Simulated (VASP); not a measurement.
Runs of VASP 6.6.1 on AlNi3. The structure is that of space group Fm-3m (No. 225), or close to it. The cells are those of the table. 

```csv
cell,gap on the mesh (eV),pressure (GPa)
"a = 4.040 Å, angles 60.0°, 4 atoms",none,(b)
"a = 3.962 Å, angles 60.0°, 4 atoms",none,(a)
"a = 4.002 Å, angles 60.0°, 4 atoms",none,-5.4
"a = 3.922 Å, angles 60.0°, 4 atoms",none,6.7
"a = 3.882 Å, angles 60.0°, 4 atoms",none,14.5
```

Alike in all rows: task single point; level r2SCAN; potentials or basis VASP PAW PBE potentials, release 64 (Al, Ni); no spin polarisation; k mesh 14 × 14 × 14; cutoff (eV) 520; smearing gaussian 0.1 eV.

Problem. Fill in the values left out.

Solution. (a) 0.1; (b) -10.1.

Caveats: the PAW data sets were made with another functional, which shifts forces and pressure a little; the cell stands under tension (at least some runs); the cell stands under pressure (at least some runs).

A gap of «none» marks levels without a gap at the run's occupations.
